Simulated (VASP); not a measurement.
# TaIr2PtAu3 (P1) in VASP: relaxation of cell and atoms with PBE

Aim: the relaxation of cell and atoms of TaIr2PtAu3 with PBE.

Program: VASP 6.6.1. These are calculated values, not measurements. Logs are shortened: lines on timing, memory, paths and dates and some standing lists are left out, and cuts for length are marked.

### 1 The cell of the first run

The typed cell holds 7 atoms: a = 3.863 Å, b = 3.869 Å, c = 8.069 Å, α = 90.57°, β = 92.07°, γ = 92.05°.

### 2 Relaxation of cell and atoms, PBE

The input, INCAR:

```
SYSTEM = TaIr2PtAu3
PREC = Accurate
ENCUT = 600
EDIFF = 1E-6
ISMEAR = 0
SIGMA = 0.2
LREAL = .FALSE.
LASPH = .TRUE.
NELM = 80
ALGO = Fast
ISIF = 3
LWAVE = .FALSE.
LCHARG = .FALSE.
GGA = PE
IBRION = 2
NSW = 80
EDIFFG = -0.025
```

The input, KPOINTS:

```
regular mesh
0
G
  6 6 4
  0 0 0
```

The input, POSCAR:

```
TaIr2PtAu3
1.0
    3.8619753922     -0.0692950649     -0.0699896598
   -0.0692950649      3.8681241129     -0.0199300581
   -0.1457746510     -0.0415103785      8.0674603542
Ta Ir Pt Au
1 2 1 3
Direct
   -0.0100311625      0.0173884766      0.9196844247
    0.5113069584      0.9911302309      0.1265189846
    0.0080952487      0.4942235535      0.1309694883
    0.4921712884      0.4900341860      0.3731301826
    0.9928015353      0.0043147232      0.4035803690
    0.4977029383      1.0067015063      0.6662079084
    0.0079531934      0.4962073235      0.6636853026
```

Potentials or basis: VASP PAW PBE potentials, release 64 (Ta_pv, Ir, Pt, Au).

The run is started by

```
$ cat potpaw_PBE.64/Ta_pv/POTCAR potpaw_PBE.64/Ir/POTCAR potpaw_PBE.64/Pt/POTCAR potpaw_PBE.64/Au/POTCAR > POTCAR
$ mpirun -np 1 vasp_std > vasp.out
```

OUTCAR:

```text
SYSTEM = TaIr2PtAu3
   PREC = Accurate
   ENCUT = 600
   EDIFF = 1E-6
   ISMEAR = 0
   LREAL = .FALSE.
   LASPH = .TRUE.
   NELM = 80
   ISIF = 3
   GGA = PE
   IBRION = 2
   NSW = 80
   EDIFFG = -0.025

 ion  position               nearest neighbor table
   1  0.990  0.017  0.920-   3 2.50   2 2.54   2 2.57   3 2.66   6 2.74   7 2.79   7 2.88   6 2.89

   2  0.511  0.991  0.127-   1 2.54   1 2.57   3 2.68   3 2.69   4 2.76   3 2.76   4 2.79   3 2.80
                             5 2.86   5 3.06
   3  0.008  0.494  0.131-   1 2.50   4 2.66   1 2.66   2 2.68   2 2.69   2 2.76   2 2.80   4 2.84
                             5 2.92   5 2.94
   4  0.492  0.490  0.373-   3 2.66   5 2.66   5 2.73   5 2.75   2 2.76   2 2.79   5 2.84   3 2.84
                             7 3.02   6 3.03   7 3.05   6 3.08
   5  0.993  0.004  0.404-   4 2.66   4 2.73   4 2.75   7 2.82   6 2.83   4 2.84   2 2.86   7 2.89
                             6 2.91   3 2.92   3 2.94   2 3.06
   6  0.498  0.007  0.666-   7 2.69   7 2.69   7 2.72   1 2.74   5 2.83   7 2.84   1 2.89   5 2.91
                             4 3.03   4 3.08
   7  0.008  0.496  0.664-   6 2.69   6 2.69   6 2.72   1 2.79   5 2.82   6 2.84   1 2.88   5 2.89
                             4 3.02   4 3.05

  LATTYP: Found a triclinic cell.
 ALAT       =     3.8632310685
 B/A-ratio  =     2.3480043544
 C/A-ratio  =     1.0014405090
 COS(alpha) =     0.0063548153
 COS(beta)  =     0.0357460823
 COS(gamma) =     0.4579896724

  Lattice vectors:

 A1 = (  -3.8619753922,   0.0692950649,   0.0699896598)
 A2 = (  -4.0077500432,   0.0277846864,   8.1374500140)
 A3 = (  -0.0692950649,   3.8681241129,  -0.0199300581)

Analysis of symmetry for initial positions (statically):
=====================================================================
 Subroutine PRICEL returns:
 Original cell was already a primitive cell.

 Routine SETGRP: Setting up the symmetry group for a
 triclinic supercell.

 Subroutine GETGRP returns: Found  1 space group operations
 (whereof  1 operations were pure point group operations)
 out of a pool of  2 trial point group operations.

The static configuration has the point symmetry C_1 .

Analysis of symmetry for dynamics (positions and initial velocities):
=====================================================================
 Subroutine PRICEL returns:
 Original cell was already a primitive cell.

 Routine SETGRP: Setting up the symmetry group for a
 triclinic supercell.

 Subroutine GETGRP returns: Found  1 space group operations
 (whereof  1 operations were pure point group operations)
 out of a pool of  2 trial point group operations.

The dynamic configuration has the point symmetry C_1 .

 Subroutine INISYM returns: Found  1 space group operations
 (whereof  1 operations are pure point group operations),
 and found     1 'primitive' translations

----------------------------------------------------------------------------------------

                                     Primitive cell

  volume of cell :     120.4348

  direct lattice vectors                    reciprocal lattice vectors
     3.861975392 -0.069295065 -0.069989660     0.259103849  0.004665933  0.004705875
    -0.069295065  3.868124113 -0.019930058     0.004665933  0.258614123  0.001414986
    -0.145774651 -0.041510379  8.067460354     0.002259395  0.000679366  0.123999068

  length of vectors
     3.863231068  3.868796087  8.068884057     0.259188581  0.258660082  0.124021511

  position of ions in fractional coordinates (direct lattice)
     0.989968838  0.017388477  0.919684425
     0.511306958  0.991130231  0.126518985
     0.008095249  0.494223553  0.130969488
     0.492171288  0.490034186  0.373130183
     0.992801535  0.004314723  0.403580369
     0.497702938  0.006701506  0.666207908
     0.007953193  0.496207324  0.663685303

  ion indices of the primitive-cell ions
   primitive index   ion index
                 1           1
                 2           2
                 3           3
                 4           4
                 5           5
                 6           6
                 7           7

----------------------------------------------------------------------------------------

 KPOINTS: regular mesh

Automatic generation of k-mesh.
 Grid dimensions read from file:
 generate k-points for:    6    6    4

 Generating k-lattice:

  Cartesian coordinates                     Fractional coordinates (reciprocal lattice)
     0.043183975  0.000777655  0.000784312     0.166666667 -0.000000000  0.000000000
     0.000777655  0.043102354  0.000235831     0.000000000  0.166666667  0.000000000
     0.000564849  0.000169842  0.030999767     0.000000000  0.000000000  0.250000000

  Length of vectors
     0.043198097  0.043110014  0.031005378

  Shift w.r.t. Gamma in fractional coordinates (k-lattice)
     0.000000000  0.000000000  0.000000000

 Subroutine IBZKPT returns following result:
 ===========================================

 Found     76 irreducible k-points:

 Following reciprocal coordinates:
            Coordinates               Weight
  0.000000  0.000000  0.000000      1.000000
  0.166667 -0.000000  0.000000      2.000000
  0.333333 -0.000000 -0.000000      2.000000
  0.500000 -0.000000  0.000000      1.000000
  0.000000  0.166667  0.000000      2.000000
  0.166667  0.166667  0.000000      2.000000
[... 16 lines left out ...]
  0.333333 -0.000000  0.250000      2.000000
  0.500000  0.000000  0.250000      2.000000
 [... further k-points ...]
   k-points           NKPTS =     76   k-points in BZ     NKDIM =     76   number of bands    NBANDS=     43
   number of dos      NEDOS =    301   number of ions     NIONS =      7
   total plane-waves  NPLWV =  65536
   dimension x,y,z NGX =    32 NGY =   32 NGZ =   64
   dimension x,y,z NGXF=    64 NGYF=   64 NGZF=  128
   ions per type =               1   2   1   3
   NGX,Y,Z   is equivalent  to a cutoff of  13.77, 13.75, 13.19 a.u.
   NGXF,Y,Z  is equivalent  to a cutoff of  27.54, 27.50, 26.37 a.u.
 SYSTEM =  TaIr2PtAu3
   PREC   = accura    normal or accurate (medium, high low for compatibility)
   ISTART =      0    job   : 0-new  1-cont  2-samecut
   ICHARG =      2    charge: 1-file 2-atom 10-const
   ISPIN  =      1    spin polarized calculation?
   LNONCOLLINEAR =      F non collinear calculations
   LSORBIT =      F    spin-orbit coupling
   LASPH  =      T    aspherical Exc in radial PAW
   ENCUT  =  600.0 eV  44.10 Ry    6.64 a.u.   7.72  7.73 16.12*2*pi/ulx,y,z
   NELM   =     80;   NELMIN=  2; NELMDL= -5     # of ELM steps
   EDIFF  = 0.1E-05   stopping-criterion for ELM
   LREAL  =      F    real-space projection
   EDIFFG = -.3E-01   stopping-criterion for IOM
   NSW    =     80    number of steps for IOM
   IBRION =      2    ionic relax: 0-MD 1-quasi-New 2-CG
   NFREE  =      1    steps in history (QN), initial steepest desc. (CG)
   ISIF   =      3    stress and relaxation
   ISYM   =      2    0-nonsym 1-usesym 2-fastsym
   POTIM  = 0.5000    time-step for ionic-motion
   TEBEG  =    0.0;   TEEND  =   0.0 temperature during run
   PSTRESS=    0.0 pullay stress
   NELECT =      72.0000    total number of electrons
   NUPDOWN=      -1.0000    fix difference up-down
   EMIN   =  10.00;   EMAX   =-10.00  energy-range for DOS
   EFERMI =   0.00;   METHOD = LEGACY
   ISMEAR =     0;   SIGMA  =   0.20  broadening in eV -4-tet -1-fermi 0-gaus
   EFERMI_NEDOS =   21; number of points for ismear=-14 and -15
   IALGO  =     68    algorithm
   IMIX   =      4    mixing-type and parameters
     AMIX     =   0.40;   BMIX     =  1.00
     AMIX_MAG =   1.60;   BMIX_MAG =  1.00
  volume/ion in A,a.u.               =      17.20       116.10
  Fermi-wavevector in a.u.,A,eV,Ry     =   1.379119  2.606157 25.877858  1.901969
  Thomas-Fermi vector in A             =   2.504118
   LORBIT       =      0    0 simple, 1 ext, 2 COOP (PROOUT), +10 PAW based schemes
   GGA     = PE    functional components
   LHFCALC =     F    Hartree Fock is set to
   AEXX    =    0.0000 exact exchange contribution
   IVDW    =     0    specifies the selected vdW correction
   LEPSILON=     F    determine dielectric tensor
   LRPA    =     F    only Hartree local field effects (RPA)
 conjugate gradient relaxation of ions
 non-spin polarized calculation
 RMM-DIIS sequential band-by-band and
 Gauss-broadening in eV      SIGMA  =   0.20
  energy-cutoff  :      600.00
  volume of cell :      120.43
 maximum number of plane-waves:      4038
   NGX = 15   NGY = 15   NGZ = 33

--------------------------------------- Ionic step        1  -------------------------------------------

 number of electron      72.0000000 magnetization

 Free energy of the ion-electron system (eV)
  ---------------------------------------------------
  ext. energy  EPLUGINS =         0.00000000
  ---------------------------------------------------
  free energy    TOTEN  =       -44.83686102 eV

  energy without entropy =      -44.76477661  energy(sigma->0) =      -44.80081881

------------------------ aborting loop because EDIFF is reached ----------------------------------------

  FORCE on cell =-STRESS in cart. coord.  units (eV):
  Direction    XX          YY          ZZ          XY          YZ          ZX
  --------------------------------------------------------------------------------------
  -------------------------------------------------------------------------------------
  Total        7.0390780      6.2354866      6.0942250      3.6020760      1.0712720      1.7983204
  in kB       93.6428231     82.9524222     81.0731790     47.9194239     14.2514309     23.9235593
  external PRESSURE =      85.8894748 kB  Pullay stress =       0.0000000 kB
[... 104 lines left out ...]
  FREE ENERGIE OF THE ION-ELECTRON SYSTEM (eV)
  ---------------------------------------------------
  free  energy   TOTEN  =       -45.0671994208 eV

  energy  without entropy=      -44.9923395191  energy(sigma->0) =      -45.02976947

[... ionic steps 4 to 11 ...]

--------------------------------------- Ionic step       12  -------------------------------------------

 number of electron      71.9999995 magnetization

------------------------ aborting loop because EDIFF is reached ----------------------------------------
[... 77 lines left out ...]
--------------------------------------- Ionic step       14  -------------------------------------------

 number of electron      71.9999994 magnetization

 Free energy of the ion-electron system (eV)
  ---------------------------------------------------
  ext. energy  EPLUGINS =         0.00000000
  ---------------------------------------------------
  free energy    TOTEN  =       -45.17686770 eV

  energy without entropy =      -45.10822500  energy(sigma->0) =      -45.14254635

 E-fermi :   7.8608     XC(G=0): -12.3844

 val. band max:        7.7950657222   @ k =   0.0000   0.0000   0.0000
 cond. band min:       7.8711376448   @ k =   0.5000   0.3333   0.5000
 fundamental gap:      0.0760719226
 Fermi energy:         7.8608376929

 k-point     1 :       0.0000    0.0000    0.0000
  band No.  band energies     occupation
      1     -27.1854      2.00000
      2     -27.1157      2.00000
      3     -27.1156      2.00000
      4      -1.4914      2.00000
      5       0.3572      2.00000
      6       0.8235      2.00000
[... 1093 lines left out ...]
     42      10.8205      0.00000
     43      11.2415      0.00000

 [... further k-points ...]
[... 5 lines left out ...]
  --------------------------------------------------------------------------------------
  -------------------------------------------------------------------------------------
  Total       -0.0028770     -0.0264617     -0.0364393      0.0060621     -0.0212427     -0.0129673
  in kB       -0.0367342     -0.3378749     -0.4652737      0.0774039     -0.2712360     -0.1655720
  external PRESSURE =      -0.2799609 kB  Pullay stress =       0.0000000 kB
[... 22 lines left out ...]
  FREE ENERGIE OF THE ION-ELECTRON SYSTEM (eV)
  ---------------------------------------------------
  free  energy   TOTEN  =       -45.1768676996 eV

  energy  without entropy=      -45.1082249970  energy(sigma->0) =      -45.14254635

 reached required accuracy - stopping structural energy minimisation
```

Run time: 30 min. Hardware: 1 thread of Intel Xeon 6975P-C (Granite Rapids), shared host; peak memory 0.63 GiB.

Results:

- Free energy: -45.1769 eV
- Relaxed volume: 17.93 Å³/atom
- Relaxed cell: a = 3.914 Å, b = 3.915 Å, c = 8.188 Å, α = 89.92°, β = 89.95°, γ = 90.01°
- Space group after relaxing (to 0.1 Å): P4mm (No. 99)
- Energy gained by relaxing: 48.6 meV/atom
- Ionic steps: 14
- Pressure after relaxing: 0.0 GPa
- Largest force after relaxing: 0.017 eV/Å
- Band gap on the k mesh: zero (bands 36 and 37 overlap by 1.73 eV)

Forces in eV/Å, atoms in the order of the input:
```
Ta  -0.012 -0.003  0.002
Ir   0.007  0.003  0.007
Ir  -0.003  0.000 -0.001
Pt   0.002  0.010 -0.002
Au   0.009  0.013 -0.002
Au   0.002 -0.016 -0.005
Au  -0.004 -0.007  0.001
```

The path:
```csv
step,energy change (eV),largest force (eV/Å),pressure (GPa),volume (Å³)
1,0.0000,1.0267,8.59,120.43
2,0.2728,1.6377,-13.94,137.13
3,-0.2303,1.1446,-2.41,126.71
4,-0.3098,0.5176,0.59,125.33
5,-0.3125,0.4363,0.06,125.54
6,-0.3288,0.2506,0.07,125.50
7,-0.3357,0.1376,0.15,125.46
8,-0.3384,0.0844,-0.44,125.76
9,-0.3385,0.0797,-0.41,125.75
10,-0.3383,0.0859,0.67,125.06
11,-0.3392,0.0550,0.10,125.42
12,-0.3397,0.0281,0.03,125.46
13,-0.3398,0.0350,-0.01,125.49
14,-0.3400,0.0166,-0.03,125.48
```

Final structure:
```xyz
7
Lattice="3.9140 -0.0003 0.0017 -0.0002 3.9152 0.0031 0.0033 0.0052 8.1883" Properties=species:S:1:pos:R:3 pbc="T T T"
Ta    0.0057    0.0066    7.5894
Ir    1.9570    3.9126    1.0454
Ir    3.9143    1.9561    1.0451
Pt    1.9555    1.9527    3.0704
Au    3.9120    3.9106    3.2553
Au    1.9606    0.0125    5.4504
Au    0.0042    1.9681    5.4494
```

Levels at points of the mesh, in eV from the Fermi level:
```tsv
k point	band 33	band 34	band 35	band 36	band 37	band 38	band 39	band 40
(0.00, 0.00, 0.00)	-0.29	-0.07	0.28	1.19	1.87	1.88	1.90	2.12
(0.50, 0.00, 0.00)	-1.74	-1.57	-1.28	-0.78	-0.41	-0.11	1.05	2.07
(0.00, 0.50, 0.00)	-1.74	-1.57	-1.28	-0.78	-0.41	-0.12	1.05	2.07
(0.50, 0.50, 0.00)	-0.38	0.08	0.10	0.11	0.49	0.49	0.53	0.57
(0.00, 0.00, 0.50)	-0.48	-0.47	-0.07	0.28	0.91	0.92	1.78	1.86
(0.50, 0.00, 0.50)	-1.50	-1.39	-1.25	-0.88	-0.54	0.80	1.02	2.17
(0.00, 0.50, 0.50)	-1.50	-1.39	-1.25	-0.88	-0.54	0.80	1.02	2.17
(0.50, 0.50, 0.50)	-1.30	-1.26	0.09	0.52	0.52	0.71	0.71	1.12
```

Caveat: spin-orbit coupling is left out, which moves the levels of the heavy elements.

The gap in the log of VASP goes by the Fermi energy; the results here count the filled bands.